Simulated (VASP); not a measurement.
# NaCuH3 (P6_3/mmc) in VASP: further runs

NaCuH3 is run at these levels: PBE; tasks: single point, relaxation of cell and atoms.

Everything below comes from runs of VASP 6.6.1. Logs are shortened: lines on timing, memory, paths and dates and some standing lists are left out, and cuts for length are marked.

### 1 The cell of the first run

The structure is hexagonal, space group P6_3/mmc (No. 194). Conventional cell: a = 5.075 Å, b = 5.075 Å, c = 4.643 Å, α = 90.00°, β = 90.00°, γ = 120.00°. Within 3.4 Å of Na (site symmetry -6m2) lie 12 H at 2.54 to 2.84 Å and 6 Cu at 3.15 Å. Cu (site symmetry -3m) has 6 H at 1.74 Å within 2.3 Å. H (site symmetry mm2) has 2 Cu at 1.74 Å and 2 H at 2.26 Å within 2.3 Å.

### 2 Single point, PBE

INCAR reads:

```
PREC = Accurate
ENCUT = 520
EDIFF = 1E-6
ISMEAR = 0
SIGMA = 0.1
LREAL = F
LASPH = T
NELM = 100
ALGO = Normal
ISIF = 2
LWAVE = F
LCHARG = T
GGA = PE
LELF = T
LVHAR = T
NBANDS = 32
```

KPOINTS reads:

```
Automatic mesh
0
Gamma
  9 9 8
```

POSCAR reads:

```
NaCuH3
1.0
    5.0750454372      0.0000000000      0.0000000000
   -2.5375227186      4.3951182740      0.0000000000
    0.0000000000      0.0000000000      4.6433927430
Na Cu H
2 2 6
Direct
    0.3333333333      0.6666666667      0.7500000000
    0.6666666667      0.3333333333      0.2500000000
    0.0000000000      0.0000000000      0.0000000000
    0.0000000000      0.0000000000      0.5000000000
    0.8517904787      0.7035809574      0.7500000000
    0.2964190426      0.1482095213      0.7500000000
    0.8517904787      0.1482095213      0.7500000000
    0.1482095213      0.2964190426      0.2500000000
    0.7035809574      0.8517904787      0.2500000000
    0.1482095213      0.8517904787      0.2500000000
```

Potentials or basis: VASP PAW PBE potentials, release 64 (Na_pv, Cu, H).

On the command line:

```console
> cat potpaw_PBE.64/Na_pv/POTCAR potpaw_PBE.64/Cu/POTCAR potpaw_PBE.64/H/POTCAR > POTCAR
> mpirun -np 1 vasp_std > vasp.out
```

OUTCAR:

```text
PREC = Accurate
   ENCUT = 520
   EDIFF = 1E-6
   ISMEAR = 0
   LREAL = F
   LASPH = T
   NELM = 100
   ISIF = 2
   GGA = PE

 ion  position               nearest neighbor table
   1  0.333  0.667  0.750-
   2  0.667  0.333  0.250-
   3  0.000  0.000  0.000-   7 1.74  10 1.74   9 1.74   6 1.74   5 1.74   8 1.74   4 2.32   4 2.32

   4  0.000  0.000  0.500-   7 1.74  10 1.74   9 1.74   6 1.74   5 1.74   8 1.74   3 2.32   3 2.32

   5  0.852  0.704  0.750-   3 1.74   4 1.74
   6  0.296  0.148  0.750-   3 1.74   4 1.74
   7  0.852  0.148  0.750-   3 1.74   4 1.74
   8  0.148  0.296  0.250-   3 1.74   4 1.74
   9  0.704  0.852  0.250-   3 1.74   4 1.74
  10  0.148  0.852  0.250-   3 1.74   4 1.74

  LATTYP: Found a hexagonal cell.
 ALAT       =     5.0750454372
 C/A-ratio  =     0.9149460434

  Lattice vectors:

 A1 = (   5.0750454372,   0.0000000000,   0.0000000000)
 A2 = (  -2.5375227186,   4.3951182740,   0.0000000000)
 A3 = (   0.0000000000,   0.0000000000,   4.6433927430)

Analysis of symmetry for initial positions (statically):
=====================================================================
 Subroutine PRICEL returns:
 Original cell was already a primitive cell.

 Routine SETGRP: Setting up the symmetry group for a
 hexagonal supercell.

 Subroutine GETGRP returns: Found 24 space group operations
 (whereof 12 operations were pure point group operations)
 out of a pool of 24 trial point group operations.

The static configuration has the point symmetry D_3d.
 The point group associated with its full space group is D_6h.

Analysis of symmetry for dynamics (positions and initial velocities):
=====================================================================
 Subroutine PRICEL returns:
 Original cell was already a primitive cell.

 Routine SETGRP: Setting up the symmetry group for a
 hexagonal supercell.

 Subroutine GETGRP returns: Found 24 space group operations
 (whereof 12 operations were pure point group operations)
 out of a pool of 24 trial point group operations.

The dynamic configuration has the point symmetry D_3d.
 The point group associated with its full space group is D_6h.

 Subroutine INISYM returns: Found 24 space group operations
 (whereof 12 operations are pure point group operations),
 and found     1 'primitive' translations

[... 112 lines left out ...]
   EDIFFG = 0.1E-04   stopping-criterion for IOM
   NSW    =      0    number of steps for IOM
   IBRION =     -1    ionic relax: 0-MD 1-quasi-New 2-CG
   NFREE  =      0    steps in history (QN), initial steepest desc. (CG)
   ISIF   =      2    stress and relaxation
   ISYM   =      2    0-nonsym 1-usesym 2-fastsym
   POTIM  = 0.5000    time-step for ionic-motion
   TEBEG  =    0.0;   TEEND  =   0.0 temperature during run
   PSTRESS=    0.0 pullay stress
   NELECT =      42.0000    total number of electrons
   NUPDOWN=      -1.0000    fix difference up-down
   EMIN   =  10.00;   EMAX   =-10.00  energy-range for DOS
   EFERMI =   0.00;   METHOD = LEGACY
   ISMEAR =     0;   SIGMA  =   0.10  broadening in eV -4-tet -1-fermi 0-gaus
   EFERMI_NEDOS =   21; number of points for ismear=-14 and -15
   IALGO  =     38    algorithm
   IMIX   =      4    mixing-type and parameters
     AMIX     =   0.40;   BMIX     =  1.00
     AMIX_MAG =   1.60;   BMIX_MAG =  1.00
  volume/ion in A,a.u.               =      10.36        69.89
  Fermi-wavevector in a.u.,A,eV,Ry     =   1.211740  2.289856 19.977608  1.468313
  Thomas-Fermi vector in A             =   2.347246
   LORBIT       =      0    0 simple, 1 ext, 2 COOP (PROOUT), +10 PAW based schemes
   GGA     = PE    functional components
   LHFCALC =     F    Hartree Fock is set to
   AEXX    =    0.0000 exact exchange contribution
   IVDW    =     0    specifies the selected vdW correction
   LEPSILON=     F    determine dielectric tensor
   LRPA    =     F    only Hartree local field effects (RPA)
 non-spin polarized calculation
 Gauss-broadening in eV      SIGMA  =   0.10
  energy-cutoff  :      520.00
  volume of cell :      103.57
 maximum number of plane-waves:      2832
 NGX is ok and might be reduce to    40
   NGX = 19   NGY = 19   NGZ = 17

 number of electron      42.0000022 magnetization

 Free energy of the ion-electron system (eV)
  ---------------------------------------------------
  ext. energy  EPLUGINS =         0.00000000
  ---------------------------------------------------
  free energy    TOTEN  =       -29.97237143 eV

  energy without entropy =      -29.96489124  energy(sigma->0) =      -29.96863134

 E-fermi :   2.2772     XC(G=0):  -8.8969

 val. band max:        2.2768296227   @ k =   0.2222   0.0000   0.2500
 cond. band min:       2.3121919596   @ k =   0.3333   0.1111   0.1250
 fundamental gap:      0.0353623370
 Fermi energy:         2.2771764778

 k-point     1 :       0.0000    0.0000    0.0000
  band No.  band energies     occupation
      1     -22.1420      2.00000
      2     -22.1234      2.00000
      3     -22.1226      2.00000
      4     -22.1226      2.00000
      5     -22.1092      2.00000
      6     -22.1092      2.00000
[... 829 lines left out ...]
     31      11.7189      0.00000
     32      12.2428      0.00000

 [... further k-points ...]
[... 5 lines left out ...]
  --------------------------------------------------------------------------------------
  -------------------------------------------------------------------------------------
  Total       -0.0474720     -0.0474720      0.0384042      0.0000000     -0.0000000      0.0000000
  in kB       -0.7343477     -0.7343477      0.5940775      0.0000000     -0.0000000      0.0000000
  external PRESSURE =      -0.2915393 kB  Pullay stress =       0.0000000 kB

 VOLUME and BASIS-vectors are now :
 -----------------------------------------------------------------------------
  energy-cutoff  :      520.00
  volume of cell :      103.57
      direct lattice vectors                 reciprocal lattice vectors
     5.075045437  0.000000000  0.000000000     0.197042571  0.113762581  0.000000000
    -2.537522719  4.395118274  0.000000000     0.000000000  0.227525163  0.000000000
     0.000000000  0.000000000  4.643392743     0.000000000  0.000000000  0.215359771

 POSITION                                       TOTAL-FORCE (eV/Angst)
 -----------------------------------------------------------------------------------
     -0.00000      2.93008      3.48254        -0.000000     -0.000000     -0.000000
      2.53752      1.46504      1.16085        -0.000000     -0.000000     -0.000000
      0.00000      0.00000      0.00000        -0.000000     -0.000000      0.000000
      0.00000      0.00000      2.32170        -0.000000     -0.000000      0.000000
      2.53752      3.09232      3.48254         0.000000     -0.022855      0.000000
      1.12826      0.65140      3.48254         0.019793      0.011427      0.000000
      3.94679      0.65140      3.48254        -0.019793      0.011427      0.000000
     -0.00000      1.30280      1.16085        -0.000000      0.022855     -0.000000
      1.40927      3.74372      1.16085        -0.019793     -0.011427      0.000000
     -1.40927      3.74372      1.16085         0.019793     -0.011427      0.000000
 -----------------------------------------------------------------------------------
    total drift:                               -0.000000      0.000000      0.000000

  FREE ENERGIE OF THE ION-ELECTRON SYSTEM (eV)
  ---------------------------------------------------
  free  energy   TOTEN  =       -29.9723714323 eV

  energy  without entropy=      -29.9648912408  energy(sigma->0) =      -29.96863134
```

Run time: 2.1 min. Hardware: 1 thread of Intel Xeon Platinum 8488C (Sapphire Rapids), shared host; peak memory 0.32 GiB.

Results:

- Free energy: -29.9724 eV
- Pressure: 0.0 GPa
- Largest force: 0.023 eV/Å
- Band gap on the k mesh: zero (band 21 reaches 3.50 eV, above the bottom of band 22 at 0.84 eV)

Forces on the atoms (eV/Å):
```
Na   0.000  0.000  0.000
Na   0.000  0.000  0.000
Cu   0.000  0.000  0.000
Cu   0.000  0.000  0.000
H    0.000 -0.023  0.000
H    0.020  0.011  0.000
H   -0.020  0.011  0.000
H    0.000  0.023  0.000
H   -0.020 -0.011  0.000
H    0.020 -0.011  0.000
```

### 3 Relaxation of cell and atoms, PBE

This run uses another cell than the first one, of 10.30 Å³/atom, 0.994 times its volume.

INCAR reads:

```
ALGO     = Normal         # electronic algorithm
EDIFF    = 1E-6           # SCF threshold, eV
EDIFFG   = -0.01          # ionic threshold
ENCUT    = 600            # plane-wave cutoff, eV
GGA      = PE             # functional
IBRION   = 2              # ionic algorithm
ISIF     = 3              # what is computed and relaxed
ISMEAR   = 0              # smearing method
LASPH    = T              # aspherical terms in the spheres
LCHARG   = F              # write CHGCAR
LREAL    = F              # projectors in reciprocal space
LWAVE    = F              # write WAVECAR
NELM     = 100            # most SCF steps
NSW      = 100            # ionic steps
PREC     = Accurate       # precision mode
SIGMA    = 0.1            # smearing width, eV
```

KPOINTS reads:

```
k-points
0
Gamma
  9 9 8
```

POSCAR reads:

```
NaCuH3
1.0
    5.0599709063      0.0000000000      0.0000000000
   -2.5299854531      4.3820633472      0.0000000000
    0.0000000000      0.0000000000      4.6430141122
Na Cu H
2 2 6
Direct
    0.3333333333      0.6666666667      0.7500000000
    0.6666666667      0.3333333333      0.2500000000
    0.0000000000      0.0000000000      0.0000000000
    0.0000000000      0.0000000000      0.5000000000
    0.8507095961      0.7014191922      0.7500000000
    0.2985808078      0.1492904039      0.7500000000
    0.8507095961      0.1492904039      0.7500000000
    0.1492904039      0.2985808078      0.2500000000
    0.7014191922      0.8507095961      0.2500000000
    0.1492904039      0.8507095961      0.2500000000
```

Potentials or basis: VASP PAW PBE potentials, release 64 (Na_pv, Cu, H).

On the command line:

```console
> cat potpaw_PBE.64/Na_pv/POTCAR potpaw_PBE.64/Cu/POTCAR potpaw_PBE.64/H/POTCAR > POTCAR
> mpirun -np 1 vasp_std > vasp.out
```

Wall time 4.3 min (1 thread of Intel Xeon Platinum 8488C (Sapphire Rapids), shared host); peak memory 0.36 GiB.

It converged, with:

- Free energy: -29.9753 eV
- Relaxed volume: 10.32 Å³/atom
- Relaxed cell: a = 5.064 Å, b = 5.064 Å, c = 4.647 Å, α = 90.00°, β = 90.00°, γ = 120.00°
- Space group after relaxing (to 0.05 Å): P6_3/mmc (No. 194)
- Energy gained by relaxing: 0.0 meV/atom
- Ionic steps: 3
- Pressure after relaxing: 0.1 GPa
- Largest force after relaxing: 0.005 eV/Å
- Band gap on the k mesh: zero (band 21 reaches 3.51 eV, above the bottom of band 22 at 0.85 eV)

Forces on the atoms (eV/Å):
```
Na   0.000  0.000  0.000
Na   0.000  0.000  0.000
Cu   0.000  0.000  0.000
Cu   0.000  0.000  0.000
H    0.000  0.005  0.000
H   -0.004 -0.002  0.000
H    0.004 -0.002  0.000
H    0.000 -0.005  0.000
H    0.004  0.002  0.000
H   -0.004  0.002  0.000
```

Stress tensor (GPa, compression positive):
```
 0.10  0.00  0.00
 0.00  0.10  0.00
 0.00  0.00 -0.01
```

Step by step:
```tsv
step	energy change (eV)	largest force (eV/Å)	pressure (GPa)	volume (Å³)
1	0.0000	0.0164	0.06	102.95
2	-0.0001	0.0133	0.06	103.01
3	-0.0003	0.0046	0.06	103.19
```

Final structure:
```
Na Cu H
1.0
     5.06400    0.00000    0.00000
    -2.53200    4.38555    0.00000
     0.00000    0.00000    4.64658
Na Cu H
2 2 6
Direct
  0.33333 0.66667 0.75000
  0.66667 0.33333 0.25000
  0.00000 0.00000 0.00000
  0.00000 0.00000 0.50000
  0.85107 0.70214 0.75000
  0.29786 0.14893 0.75000
  0.85107 0.14893 0.75000
  0.14893 0.29786 0.25000
  0.70214 0.85107 0.25000
  0.14893 0.85107 0.25000
```

Levels at points of the mesh, in eV from the Fermi level:
| k point | band 19 | band 20 | band 21 | band 22 | band 23 | band 24 |
| --- | --- | --- | --- | --- | --- | --- |
| (0.00, 0.00, 0.00) | -3.07 | -3.07 | 1.23 | 1.23 | 1.95 | 2.41 |
| (0.00, 0.00, 0.50) | -0.79 | -0.79 | -0.79 | -0.79 | 3.66 | 3.66 |
